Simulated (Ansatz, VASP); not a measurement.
# TaN: VASP beside Ansatz

File INCAR:

```
SYSTEM = TaN
ALGO = Normal ; EDIFF = 1E-6
ENCUT = 520 ; ISIF = 2
ISMEAR = 0 ; LASPH = .True.
LCHARG = .False. ; LREAL = .False.
LWAVE = .False. ; NBANDS = 15
NELM = 80 ; PREC = Accurate
SIGMA = 0.15
```

Contents of KPOINTS:

```
k-points
0
Gamma
  18 18 16
  0 0 0
```

File POSCAR:

```
TaN
1.0
    2.9379988584      0.0000000000      0.0000000000
   -1.4689994292      2.5443816477      0.0000000000
    0.0000000000      0.0000000000      2.8830000000
Ta N
1 1
Direct
    0.3333333333      0.6666666667      0.5000000000
    0.0000000000      0.0000000000      0.0000000000
```

Input for Ansatz:

```yaml
crystal:
  lattice:
    - [2.9379988584, 0.0, 0.0]
    - [-1.4689994292, 2.5443816477, 0.0]
    - [0.0, 0.0, 2.883]
  atoms:
    - { symbol: Ta, position: [0.3333333333, 0.6666666667, 0.5] }
    - { symbol: "N", position: [0.0, 0.0, 0.0] }
basis:
  ecutwfc: 650.0
kpoints:
  mp_grid: { grid: [18, 18, 16] }
hamiltonian:
  xc: lda
scf:
  occupations: { method: gaussian, width: 0.15 }
output:
  forces: true
  stress: true
  eigenvalues: true
```

Alike in both runs: task single point; functional LDA; k mesh 18 × 18 × 16; occupations gaussian, width 0.15 eV; no spin polarisation.

```csv
,VASP,Ansatz
version,VASP 6.6.1,Ansatz 0.2.0
potentials or method,"VASP PAW LDA potentials, release 64 (Ta_pv, N), cutoff 520 eV","scalar-relativistic, plane waves, PAW"
valence electrons in the cell,16,18
```

|  | VASP | Ansatz | Ansatz less VASP |
| --- | --- | --- | --- |
| gap on the k mesh at the Fermi level (eV) | none | none | - |
| pressure (GPa) | -9.8 | -11.5 | -1.75 |
| traceless stress, the component that is largest in VASP (GPa) | -0.87 | -1.01 | -0.133 |

LDA's correlation is that of Perdew and Zunger in VASP and of Perdew and Wang (1992) in Ansatz. A gap of «none» marks a metal or a gap that the smearing closes. VASP's potentials hold 16 valence electrons a cell and Ansatz's 18, so a difference there can come from the potentials and not from the codes.

Neither program's run includes spin-orbit coupling.
